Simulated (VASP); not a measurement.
# K (Pm-3m) in VASP: further runs, part 2 of 3

VASP 6.6.1. The steps go on from the part before.

## Step 3: Single point, BLYP

This run uses another cell than the first one, of 85.71 Å³/atom.

The input, INCAR:

```
SYSTEM = K
AGGAC    = 1.0          
AGGAX    = 1.0          
ALDAC    = 0.0          
ALDAX    = 1.0          
ALGO     = Normal         ! electronic algorithm
EDIFF    = 1E-6           ! SCF threshold, eV
ENCUT    = 520            ! plane-wave cutoff, eV
GGA      = B5             ! functional
ISIF     = 2              ! what is computed and relaxed
ISMEAR   = -1             ! smearing method
LASPH    = .True.         ! aspherical terms in the spheres
LCHARG   = .False.        ! write CHGCAR
LREAL    = .False.        ! projectors in reciprocal space
LWAVE    = .False.        ! write WAVECAR
NBANDS   = 10             ! bands
NELM     = 100            ! most SCF steps
PREC     = Accurate       ! precision mode
SIGMA    = 0.1            ! smearing width, eV
```

The input, KPOINTS:

```
k-points
0
Gamma
  8 8 8
  0 0 0
```

The input, POSCAR:

```
K
1.0
    4.4089722055      0.0000000000      0.0000000000
    0.0000000000      4.4089722055      0.0000000000
    0.0000000000      0.0000000000      4.4089722055
K
1
Direct
    0.0000000000      0.0000000000      0.0000000000
```

Potentials or basis: VASP PAW PBE potentials, release 64 (K_sv).

Started as:

```bash
cat potpaw_PBE.64/K_sv/POTCAR > POTCAR
mpirun -np 1 vasp_std > vasp.out
```

OUTCAR:

```text
SYSTEM = K
   EDIFF = 1E-6
   ENCUT = 520
   GGA = B5
   ISIF = 2
   ISMEAR = -1
   LASPH = .True.
   LREAL = .False.
   NELM = 100
   PREC = Accurate

 ion  position               nearest neighbor table
   1  0.000  0.000  0.000-

  LATTYP: Found a simple cubic cell.
 ALAT       =     4.4089722055

  Lattice vectors:

 A1 = (   4.4089722055,   0.0000000000,   0.0000000000)
 A2 = (   0.0000000000,   4.4089722055,   0.0000000000)
 A3 = (   0.0000000000,   0.0000000000,   4.4089722055)

Analysis of symmetry for initial positions (statically):
=====================================================================
 Subroutine PRICEL returns:
 Original cell was already a primitive cell.

 Routine SETGRP: Setting up the symmetry group for a
 simple cubic supercell.

 Subroutine GETGRP returns: Found 48 space group operations
 (whereof 48 operations were pure point group operations)
 out of a pool of 48 trial point group operations.

The static configuration has the point symmetry O_h .

Analysis of symmetry for dynamics (positions and initial velocities):
[... 163 lines left out ...]

 k-point     1 :       0.0000    0.0000    0.0000
  band No.  band energies     occupation
      1     -32.4241      2.00000
      2     -15.9570      2.00000
      3     -15.9570      2.00000
      4     -15.9570      2.00000
      5      -1.9492      2.00000
      6       2.7048      0.00000
      7       2.7048      0.00000
      8       5.6771      0.00000
      9       5.6771      0.00000
     10       5.6772      0.00000
[... 287 lines left out ...]
 k-point    24 :       0.5000    0.3750    0.1250
  band No.  band energies     occupation
      1     -32.4179      2.00000
      2     -16.0169      2.00000
      3     -16.0063      2.00000
      4     -15.9561      2.00000
      5       1.1094      0.00003
      6       1.2072      0.00001
      7       2.5180      0.00000
      8       2.7849      0.00000
      9       4.4966      0.00000
     10       4.5613      0.00000

 [... further k-points ...]

------------------------ aborting loop because EDIFF is reached ----------------------------------------

  FORCE on cell =-STRESS in cart. coord.  units (eV):
  Direction    XX          YY          ZZ          XY          YZ          ZX
  --------------------------------------------------------------------------------------
  -------------------------------------------------------------------------------------
  Total       -0.0019414     -0.0019414     -0.0019414      0.0000000      0.0000000      0.0000000
  in kB       -0.0362923     -0.0362923     -0.0362923      0.0000000      0.0000000      0.0000000
  external PRESSURE =      -0.0362923 kB  Pullay stress =       0.0000000 kB

 VOLUME and BASIS-vectors are now :
 -----------------------------------------------------------------------------
  energy-cutoff  :      520.00
  volume of cell :       85.71
      direct lattice vectors                 reciprocal lattice vectors
     4.408972205  0.000000000  0.000000000     0.226810230  0.000000000  0.000000000
     0.000000000  4.408972205  0.000000000     0.000000000  0.226810230  0.000000000
     0.000000000  0.000000000  4.408972205     0.000000000  0.000000000  0.226810230

 POSITION                                       TOTAL-FORCE (eV/Angst)
 -----------------------------------------------------------------------------------
      0.00000      0.00000      0.00000         0.000000      0.000000      0.000000
 -----------------------------------------------------------------------------------
    total drift:                                0.000000      0.000000     -0.000000

  FREE ENERGIE OF THE ION-ELECTRON SYSTEM (eV)
  ---------------------------------------------------
  free  energy   TOTEN  =        -0.6371516758 eV

  energy  without entropy=       -0.6128738471  energy(sigma->0) =       -0.62501276
```

OSZICAR:

```text
N       E                     dE             d eps       ncg     rms          rms(c)
DAV:   1     0.450519952170E+02    0.45052E+02   -0.35270E+03   700   0.673E+02
DAV:   2     0.113664243350E+01   -0.43915E+02   -0.43370E+02   742   0.185E+02
DAV:   3    -0.551876964319E+00   -0.16885E+01   -0.16812E+01  1114   0.291E+01
DAV:   4    -0.637316578255E+00   -0.85440E-01   -0.84602E-01   976   0.525E+00
DAV:   5    -0.639379562061E+00   -0.20630E-02   -0.20628E-02  1098   0.589E-01    0.201E+00
DAV:   6    -0.637718576281E+00    0.16610E-02   -0.19198E-03  1062   0.313E-01    0.130E+00
DAV:   7    -0.637134717976E+00    0.58386E-03   -0.35912E-03  1038   0.357E-01    0.775E-02
DAV:   8    -0.637129014405E+00    0.57036E-05   -0.46471E-04  1086   0.200E-01    0.171E-02
DAV:   9    -0.637145522419E+00   -0.16508E-04   -0.36002E-05   806   0.259E-02    0.990E-03
DAV:  10    -0.637149106123E+00   -0.35837E-05   -0.63952E-06   900   0.126E-02    0.369E-03
DAV:  11    -0.637151614903E+00   -0.25088E-05   -0.10791E-05   782   0.981E-03    0.138E-03
DAV:  12    -0.637151675840E+00   -0.60937E-07   -0.59843E-08   478   0.113E-03
   1 F= -.63715168E+00 E0= -.62501276E+00  d E =-.242778E-01
```

stdout:

```text
POSCAR found type information on POSCAR K
 POSCAR found :  1 types and       1 ions
 scaLAPACK will be used
 -----------------------------------------------------------------------------
|                                                                             |
|                                                                             |
|     You enforced a specific xc type in the INCAR file but a different       |
|     I HOPE YOU KNOW WHAT YOU ARE DOING!                                     |
|                                                                             |
 -----------------------------------------------------------------------------

 LDA part: xc-table for (Slater(with rela. corr.)+VWN5), standard interpolation
 POSCAR, INCAR and KPOINTS ok, starting setup
 FFT: planning ... GRIDC
 FFT: planning ... GRID_SOFT
 FFT: planning ... GRID
 WAVECAR not read
 entering main loop
```

Run time: 26 s. Hardware: 1 thread of Intel Xeon Platinum 8488C (Sapphire Rapids), shared host; peak memory 0.2 GiB.

What came out:

```
Free energy            : -0.6372 eV
Pressure               : 0.0 GPa
Band gap on the k mesh : zero (an odd number of electrons rules out a gap without spin polarisation)
```

Levels at points of the mesh, in eV from the Fermi level:
| k point | band 1 | band 2 | band 3 | band 4 | band 5 | band 6 | band 7 | band 8 | band 9 |
| --- | --- | --- | --- | --- | --- | --- | --- | --- | --- |
| (0.00, 0.00, 0.00) | -32.42 | -15.95 | -15.95 | -15.95 | -1.95 | 2.71 | 2.71 | 5.68 | 5.68 |
| (0.50, 0.00, 0.00) | -32.42 | -16.02 | -15.95 | -15.95 | -0.17 | 0.35 | 3.22 | 4.35 | 4.35 |
| (0.50, 0.50, 0.00) | -32.41 | -16.01 | -16.01 | -15.94 | 1.32 | 1.73 | 2.07 | 2.07 | 4.71 |
| (0.50, 0.50, 0.50) | -32.41 | -16.01 | -16.01 | -16.01 | 2.27 | 2.27 | 2.27 | 3.91 | 3.91 |

Caveat: the PAW data sets were made with another functional, which shifts forces and pressure a little.

## Step 4: Single point, BLYP (89.13 Å³/atom)

This run uses another cell than the first one, of 89.13 Å³/atom.

The input, INCAR:

```
AGGAC    = 1.0          
AGGAX    = 1.0          
ALDAC    = 0.0          
ALDAX    = 1.0          
ALGO     = Normal         # electronic algorithm
EDIFF    = 1E-6           # SCF threshold, eV
ENCUT    = 520            # plane-wave cutoff, eV
GGA      = B5             # functional
ISIF     = 2              # what is computed and relaxed
ISMEAR   = -1             # smearing method
LASPH    = T              # aspherical terms in the spheres
LCHARG   = F              # write CHGCAR
LREAL    = F              # projectors in reciprocal space
LWAVE    = F              # write WAVECAR
NBANDS   = 10             # bands
NELM     = 80             # most SCF steps
PREC     = Accurate       # precision mode
SIGMA    = 0.1            # smearing width, eV
```

The input, KPOINTS:

```
k-points
0
Gamma
  8 8 8
```

The input, POSCAR:

```
K
1.0
    4.4669916511      0.0000000000      0.0000000000
    0.0000000000      4.4669916511      0.0000000000
    0.0000000000      0.0000000000      4.4669916511
K
1
Direct
    0.0000000000      0.0000000000      0.0000000000
```

Potentials or basis: VASP PAW PBE potentials, release 64 (K_sv).

Started as:

```bash
cat potpaw_PBE.64/K_sv/POTCAR > POTCAR
mpirun -np 1 vasp_std > vasp.out
```

OUTCAR:

```text
EDIFF = 1E-6
   ENCUT = 520
   GGA = B5
   ISIF = 2
   ISMEAR = -1
   LASPH = T
   LREAL = F
   NELM = 80
   PREC = Accurate

 ion  position               nearest neighbor table
   1  0.000  0.000  0.000-

  LATTYP: Found a simple cubic cell.
 ALAT       =     4.4669916511

  Lattice vectors:

 A1 = (   4.4669916511,   0.0000000000,   0.0000000000)
 A2 = (   0.0000000000,   4.4669916511,   0.0000000000)
 A3 = (   0.0000000000,   0.0000000000,   4.4669916511)

[... 489 lines left out ...]
     10       4.4238      0.00000

 [... further k-points ...]

------------------------ aborting loop because EDIFF is reached ----------------------------------------

  FORCE on cell =-STRESS in cart. coord.  units (eV):
  Direction    XX          YY          ZZ          XY          YZ          ZX
  --------------------------------------------------------------------------------------
  -------------------------------------------------------------------------------------
  Total       -0.0420957     -0.0420957     -0.0420957      0.0000000     -0.0000000      0.0000000
  in kB       -0.7566632     -0.7566632     -0.7566632      0.0000000     -0.0000000      0.0000000
  external PRESSURE =      -0.7566632 kB  Pullay stress =       0.0000000 kB

 VOLUME and BASIS-vectors are now :
 -----------------------------------------------------------------------------
  energy-cutoff  :      520.00
  volume of cell :       89.13
      direct lattice vectors                 reciprocal lattice vectors
     4.466991651  0.000000000  0.000000000     0.223864309  0.000000000  0.000000000
     0.000000000  4.466991651  0.000000000     0.000000000  0.223864309  0.000000000
     0.000000000  0.000000000  4.466991651     0.000000000  0.000000000  0.223864309

 POSITION                                       TOTAL-FORCE (eV/Angst)
 -----------------------------------------------------------------------------------
      0.00000      0.00000      0.00000         0.000000      0.000000      0.000000
 -----------------------------------------------------------------------------------
    total drift:                                0.000000     -0.000000     -0.000000

  FREE ENERGIE OF THE ION-ELECTRON SYSTEM (eV)
  ---------------------------------------------------
  free  energy   TOTEN  =        -0.6364882245 eV

  energy  without entropy=       -0.6115225890  energy(sigma->0) =       -0.62400541
```

Wall time 28 s (1 thread of Intel Xeon Platinum 8488C (Sapphire Rapids), shared host); peak memory 0.2 GiB.

What came out:

```yaml
Free_energy: -0.6365 eV
Pressure: -0.1 GPa
Band_gap_on_the_k_mesh: zero (an odd number of electrons rules out a gap without spin polarisation)
```

Levels at points of the mesh, in eV from the Fermi level:
| k point | band 1 | band 2 | band 3 | band 4 | band 5 | band 6 | band 7 | band 8 | band 9 |
| --- | --- | --- | --- | --- | --- | --- | --- | --- | --- |
| (0.00, 0.00, 0.00) | -32.43 | -15.96 | -15.96 | -15.96 | -1.89 | 2.70 | 2.70 | 5.60 | 5.60 |
| (0.50, 0.00, 0.00) | -32.43 | -16.02 | -15.96 | -15.96 | -0.18 | 0.37 | 3.21 | 4.31 | 4.31 |
| (0.50, 0.50, 0.00) | -32.42 | -16.02 | -16.02 | -15.96 | 1.36 | 1.67 | 2.01 | 2.01 | 4.66 |
| (0.50, 0.50, 0.50) | -32.42 | -16.01 | -16.01 | -16.01 | 2.28 | 2.28 | 2.28 | 3.77 | 3.77 |

Caveat: the PAW data sets were made with another functional, which shifts forces and pressure a little.

[end of part 2 of 3]
